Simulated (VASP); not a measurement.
# B5P (P3m1) in VASP: single point with PBE

Aim: the single point of B5P with PBE.

Everything below comes from runs of VASP 6.6.1. Logs are shortened: lines on timing, memory, paths and dates and some standing lists are left out, and cuts for length are marked.

### 1 The cell of the first run

Symmetry: P3m1, No. 156, trigonal system. Conventional cell: a = 2.960 Å, b = 2.960 Å, c = 6.873 Å, α = 90.00°, β = 90.00°, γ = 120.00°. B (site symmetry 3m) has 1 B at 1.76 Å and 3 P at 1.94 Å within 2.3 Å. B (site symmetry 3m) has 3 B at 1.88 Å and 1 P at 1.91 Å within 2.5 Å. Within 2.3 Å of B (site symmetry 3m) lie 7 B at 1.71 to 2.28 Å. B (site symmetry 3m) has 4 B at 1.71 to 1.72 Å within 2.3 Å. B (site symmetry 3m) has 7 B at 1.72 to 2.28 Å within 2.3 Å. P (site symmetry 3m) has 4 B at 1.91 to 1.94 Å within 2.5 Å.

### 2 Single point, PBE

Input file INCAR:

```
PREC = Accurate
ENCUT = 500
EDIFF = 1E-6
ISMEAR = 0
SIGMA = 0.2
LREAL = False
LASPH = True
NELM = 120
ALGO = Normal
ISIF = 2
LWAVE = False
LCHARG = True
GGA = PE
LELF = True
LVHAR = True
NBANDS = 19
GGA_COMPAT = False
```

Input file KPOINTS:

```
Automatic mesh
0
Gamma
  6 6 2
```

Input file POSCAR:

```
B5P
1.0
    2.9600574985      0.0000000000      0.0000000000
   -1.4800287493      2.5634849904      0.0000000000
    0.0000000000      0.0000000000      6.8726413577
B P
5 1
Direct
    0.3333333333      0.6666666667      0.8603821211
    0.0000000000      0.0000000000      0.2726429569
    0.6666666667      0.3333333333      0.3851575499
    0.6666666667      0.3333333333      0.6336642036
    0.3333333333      0.6666666667      0.6038362846
    0.0000000000      0.0000000000     -0.0056831161
```

Potentials or basis: VASP PAW PBE potentials, release 64 (B, P).

Started as:

```sh
$ cat potpaw_PBE.64/B/POTCAR potpaw_PBE.64/P/POTCAR > POTCAR
$ mpirun -np 1 vasp_std > vasp.out
```

OUTCAR:

```text
PREC = Accurate
   ENCUT = 500
   EDIFF = 1E-6
   ISMEAR = 0
   LREAL = False
   LASPH = True
   NELM = 120
   ISIF = 2
   GGA = PE

 ion  position               nearest neighbor table
   1  0.333  0.667  0.860-   5 1.76   6 1.94   6 1.94   6 1.94
   2  0.000  0.000  0.273-   3 1.88   3 1.88   3 1.88   6 1.91
   3  0.667  0.333  0.385-   4 1.71   2 1.88   2 1.88   2 1.88
   4  0.667  0.333  0.634-   3 1.71   5 1.72   5 1.72   5 1.72
   5  0.333  0.667  0.604-   4 1.72   4 1.72   4 1.72   1 1.76
   6  0.000  0.000  0.994-   2 1.91   1 1.94   1 1.94   1 1.94

  LATTYP: Found a hexagonal cell.
 ALAT       =     2.9600574985
 C/A-ratio  =     2.3217931953

  Lattice vectors:

 A1 = (   2.9600574985,   0.0000000000,   0.0000000000)
 A2 = (  -1.4800287493,   2.5634849904,   0.0000000000)
 A3 = (   0.0000000000,   0.0000000000,   6.8726413577)

Analysis of symmetry for initial positions (statically):
=====================================================================
 Subroutine PRICEL returns:
 Original cell was already a primitive cell.

 Routine SETGRP: Setting up the symmetry group for a
 hexagonal supercell.

 Subroutine GETGRP returns: Found  6 space group operations
 (whereof  6 operations were pure point group operations)
 out of a pool of 24 trial point group operations.

The static configuration has the point symmetry C_3v.

Analysis of symmetry for dynamics (positions and initial velocities):
=====================================================================
 Subroutine PRICEL returns:
 Original cell was already a primitive cell.

 Routine SETGRP: Setting up the symmetry group for a
 hexagonal supercell.

 Subroutine GETGRP returns: Found  6 space group operations
 (whereof  6 operations were pure point group operations)
 out of a pool of 24 trial point group operations.

The dynamic configuration has the point symmetry C_3v.

 Subroutine INISYM returns: Found  6 space group operations
 (whereof  6 operations are pure point group operations),
 and found     1 'primitive' translations

----------------------------------------------------------------------------------------

                                     Primitive cell

  volume of cell :      52.1500

  direct lattice vectors                    reciprocal lattice vectors
     2.960057498  0.000000000  0.000000000     0.337831275  0.195046978  0.000000000
    -1.480028749  2.563484990  0.000000000     0.000000000  0.390093956  0.000000000
     0.000000000  0.000000000  6.872641358     0.000000000  0.000000000  0.145504464

  length of vectors
     2.960057498  2.960057499  6.872641358     0.390093956  0.390093956  0.145504464

  position of ions in fractional coordinates (direct lattice)
     0.333333333  0.666666667  0.860382121
     0.000000000  0.000000000  0.272642957
     0.666666667  0.333333333  0.385157550
     0.666666667  0.333333333  0.633664204
     0.333333333  0.666666667  0.603836285
     0.000000000  0.000000000  0.994316884

  ion indices of the primitive-cell ions
   primitive index   ion index
                 1           1
                 2           2
                 3           3
                 4           4
                 5           5
                 6           6

----------------------------------------------------------------------------------------

 KPOINTS: Automatic mesh

Automatic generation of k-mesh.
 Grid dimensions read from file:
 generate k-points for:    6    6    2

 Generating k-lattice:

  Cartesian coordinates                     Fractional coordinates (reciprocal lattice)
     0.056305213  0.032507830  0.000000000     0.166666667  0.000000000  0.000000000
     0.000000000  0.065015659  0.000000000     0.000000000  0.166666667  0.000000000
     0.000000000  0.000000000  0.072752232     0.000000000  0.000000000  0.500000000

  Length of vectors
     0.065015659  0.065015659  0.072752232

  Shift w.r.t. Gamma in fractional coordinates (k-lattice)
     0.000000000  0.000000000  0.000000000

 Subroutine IBZKPT returns following result:
 ===========================================

 Found     14 irreducible k-points:

 Following reciprocal coordinates:
            Coordinates               Weight
  0.000000  0.000000  0.000000      1.000000
  0.166667 -0.000000  0.000000      6.000000
  0.333333 -0.000000  0.000000      6.000000
  0.500000 -0.000000  0.000000      3.000000
  0.166667  0.166667  0.000000      6.000000
  0.333333  0.166667  0.000000     12.000000
  0.333333  0.333333  0.000000      2.000000
  0.000000  0.000000  0.500000      1.000000
  0.166667 -0.000000  0.500000      6.000000
  0.333333 -0.000000  0.500000      6.000000
  0.500000 -0.000000  0.500000      3.000000
  0.166667  0.166667  0.500000      6.000000
  0.333333  0.166667  0.500000     12.000000
  0.333333  0.333333  0.500000      2.000000
   k-points           NKPTS =     14   k-points in BZ     NKDIM =     14   number of bands    NBANDS=     19
   number of dos      NEDOS =    301   number of ions     NIONS =      6
   total plane-waves  NPLWV =  28800
   dimension x,y,z NGX =    24 NGY =   24 NGZ =   50
   dimension x,y,z NGXF=    48 NGYF=   48 NGZF=  100
   ions per type =               5   1
   NGX,Y,Z   is equivalent  to a cutoff of  13.48, 13.48, 12.09 a.u.
   NGXF,Y,Z  is equivalent  to a cutoff of  26.96, 26.96, 24.19 a.u.
 SYSTEM =  unknown system
   PREC   = accura    normal or accurate (medium, high low for compatibility)
   ISTART =      0    job   : 0-new  1-cont  2-samecut
   ICHARG =      2    charge: 1-file 2-atom 10-const
   ISPIN  =      1    spin polarized calculation?
   LNONCOLLINEAR =      F non collinear calculations
   LSORBIT =      F    spin-orbit coupling
   LASPH  =      T    aspherical Exc in radial PAW
   ENCUT  =  500.0 eV  36.75 Ry    6.06 a.u.   5.40  5.40 12.53*2*pi/ulx,y,z
   NELM   =    120;   NELMIN=  2; NELMDL= -5     # of ELM steps
   EDIFF  = 0.1E-05   stopping-criterion for ELM
   LREAL  =      F    real-space projection
   EDIFFG = 0.1E-04   stopping-criterion for IOM
   NSW    =      0    number of steps for IOM
   IBRION =     -1    ionic relax: 0-MD 1-quasi-New 2-CG
   NFREE  =      0    steps in history (QN), initial steepest desc. (CG)
   ISIF   =      2    stress and relaxation
   ISYM   =      2    0-nonsym 1-usesym 2-fastsym
   POTIM  = 0.5000    time-step for ionic-motion
   TEBEG  =    0.0;   TEEND  =   0.0 temperature during run
   PSTRESS=    0.0 pullay stress
   NELECT =      20.0000    total number of electrons
   NUPDOWN=      -1.0000    fix difference up-down
   EMIN   =  10.00;   EMAX   =-10.00  energy-range for DOS
   EFERMI =   0.00;   METHOD = LEGACY
   ISMEAR =     0;   SIGMA  =   0.20  broadening in eV -4-tet -1-fermi 0-gaus
   EFERMI_NEDOS =   21; number of points for ismear=-14 and -15
   IALGO  =     38    algorithm
   IMIX   =      4    mixing-type and parameters
     AMIX     =   0.40;   BMIX     =  1.00
     AMIX_MAG =   1.60;   BMIX_MAG =  1.00
  volume/ion in A,a.u.               =       8.69        58.65
  Fermi-wavevector in a.u.,A,eV,Ry     =   1.189415  2.247668 19.248261  1.414707
  Thomas-Fermi vector in A             =   2.325522
   LORBIT       =      0    0 simple, 1 ext, 2 COOP (PROOUT), +10 PAW based schemes
   GGA     = PE    functional components
   LHFCALC =     F    Hartree Fock is set to
   AEXX    =    0.0000 exact exchange contribution
   IVDW    =     0    specifies the selected vdW correction
   LEPSILON=     F    determine dielectric tensor
   LRPA    =     F    only Hartree local field effects (RPA)
 non-spin polarized calculation
 Gauss-broadening in eV      SIGMA  =   0.20
  energy-cutoff  :      500.00
  volume of cell :       52.15
 maximum number of plane-waves:      1345
 NGX is ok and might be reduce to    24
   NGX = 11   NGY = 11   NGZ = 25

 number of electron      20.0000000 magnetization

 Free energy of the ion-electron system (eV)
  ---------------------------------------------------
  ext. energy  EPLUGINS =         0.00000000
  ---------------------------------------------------
  free energy    TOTEN  =       -35.92339104 eV

  energy without entropy =      -35.89697575  energy(sigma->0) =      -35.91018340

 E-fermi :   6.4655     XC(G=0): -11.5111

 val. band max:        6.3765656327   @ k =   0.1667  -0.0000   0.5000
 cond. band min:       6.7280444010   @ k =   0.1667   0.1667   0.5000
 fundamental gap:      0.3514787683
 Fermi energy:         6.4654681741

 k-point     1 :       0.0000    0.0000    0.0000
  band No.  band energies     occupation
      1      -9.0764      2.00000
      2      -6.4276      2.00000
      3      -4.8391      2.00000
      4       1.0808      2.00000
      5       2.2384      2.00000
      6       6.0898      1.99211
[... 11 lines left out ...]
     18      14.6488      0.00000
     19      14.9565      0.00000

 k-point     2 :       0.1667   -0.0000    0.0000
  band No.  band energies     occupation
      1      -8.5456      2.00000
      2      -5.9346      2.00000
      3      -4.3431      2.00000
      4       1.4141      2.00000
      5       2.4977      2.00000
      6       3.6007      2.00000
[... 11 lines left out ...]
     18      15.3912      0.00000
     19      15.8161      0.00000

 k-point     3 :       0.3333   -0.0000    0.0000
  band No.  band energies     occupation
      1      -6.9930      2.00000
      2      -4.5154      2.00000
      3      -2.9241      2.00000
      4      -0.3864      2.00000
      5       1.0882      2.00000
      6       2.4327      2.00000
[... 11 lines left out ...]
     18      15.3429      0.00000
     19      17.2054      0.00000

 k-point     4 :       0.5000   -0.0000    0.0000
  band No.  band energies     occupation
      1      -5.0923      2.00000
      2      -3.8479      2.00000
      3      -2.0281      2.00000
      4      -1.5068      2.00000
      5      -0.6950      2.00000
      6       0.1346      2.00000
[... 11 lines left out ...]
     18      15.2188      0.00000
     19      17.3699      0.00000

 k-point     5 :       0.1667    0.1667    0.0000
  band No.  band energies     occupation
      1      -7.5009      2.00000
      2      -4.9712      2.00000
      3      -3.3761      2.00000
      4       1.2463      2.00000
      5       1.6679      2.00000
      6       2.5767      2.00000
[... 11 lines left out ...]
     18      14.9617      0.00000
     19      16.4294      0.00000
[... 114 lines left out ...]
      2      -3.6732      2.00000
      3      -2.7471      2.00000
      4      -2.1316      2.00000
      5       0.9693      2.00000
      6       1.4555      2.00000
[... 11 lines left out ...]
     18      15.2709      0.00000
     19      16.4323      0.00000

 k-point    12 :       0.1667    0.1667    0.5000
  band No.  band energies     occupation
      1      -7.3681      2.00000
      2      -5.6663      2.00000
      3      -1.3803      2.00000
      4      -0.9127      2.00000
      5       1.7419      2.00000
      6       2.0759      2.00000
[... 11 lines left out ...]
     18      15.0869      0.00000
     19      16.0137      0.00000

 k-point    13 :       0.3333    0.1667    0.5000
  band No.  band energies     occupation
      1      -5.4223      2.00000
      2      -3.8523      2.00000
      3      -1.9019      2.00000
      4      -0.8386      2.00000
      5       0.2861      2.00000
      6       1.2798      2.00000
[... 11 lines left out ...]
     18      16.0113      0.00000
     19      17.5308      0.00000

 k-point    14 :       0.3333    0.3333    0.5000
  band No.  band energies     occupation
      1      -4.0346      2.00000
      2      -2.6551      2.00000
      3      -2.2487      2.00000
      4      -0.8245      2.00000
      5      -0.7513      2.00000
      6      -0.5530      2.00000
[... 11 lines left out ...]
     18      17.1641      0.00000
     19      18.2313      0.00000

------------------------ aborting loop because EDIFF is reached ----------------------------------------

  FORCE on cell =-STRESS in cart. coord.  units (eV):
  Direction    XX          YY          ZZ          XY          YZ          ZX
  --------------------------------------------------------------------------------------
  -------------------------------------------------------------------------------------
  Total       -0.0222603     -0.0222603     -0.0383188      0.0000000      0.0000000      0.0000000
  in kB       -0.6838910     -0.6838910     -1.1772463      0.0000000      0.0000000      0.0000000
  external PRESSURE =      -0.8483427 kB  Pullay stress =       0.0000000 kB

 VOLUME and BASIS-vectors are now :
 -----------------------------------------------------------------------------
  energy-cutoff  :      500.00
  volume of cell :       52.15
      direct lattice vectors                 reciprocal lattice vectors
     2.960057498  0.000000000  0.000000000     0.337831275  0.195046978  0.000000000
    -1.480028749  2.563484990  0.000000000     0.000000000  0.390093956  0.000000000
     0.000000000  0.000000000  6.872641358     0.000000000  0.000000000  0.145504464

 POSITION                                       TOTAL-FORCE (eV/Angst)
 -----------------------------------------------------------------------------------
     -0.00000      1.70899      5.91310        -0.000000     -0.000000      0.028027
      0.00000      0.00000      1.87378        -0.000000     -0.000000     -0.004386
      1.48003      0.85449      2.64705        -0.000000     -0.000000     -0.004546
      1.48003      0.85449      4.35495         0.000000     -0.000000      0.014072
     -0.00000      1.70899      4.14995        -0.000000      0.000000     -0.022754
      0.00000      0.00000      6.83358        -0.000000     -0.000000     -0.010412
 -----------------------------------------------------------------------------------
    total drift:                                0.000000      0.000000      0.000147

  FREE ENERGIE OF THE ION-ELECTRON SYSTEM (eV)
  ---------------------------------------------------
  free  energy   TOTEN  =       -35.9233910417 eV

  energy  without entropy=      -35.8969757513  energy(sigma->0) =      -35.91018340
```

Run time: 22 s. Hardware: 1 thread of Intel Xeon 8259CL, shared host; peak memory 0.16 GiB.

Results:

```yaml
Free_energy: -35.9234 eV
Pressure: -0.1 GPa
Largest_force: 0.028 eV/Å
Band_gap_on_the_k_mesh: zero (band 10 reaches 9.47 eV, above the bottom of band 11 at 5.26 eV)
```

Forces on the atoms (eV/Å):
```
B    0.000  0.000  0.028
B    0.000  0.000 -0.004
B    0.000  0.000 -0.005
B    0.000  0.000  0.014
B    0.000  0.000 -0.023
P    0.000  0.000 -0.010
```

Caveat: the k points lie up to 0.46 Å⁻¹ apart.
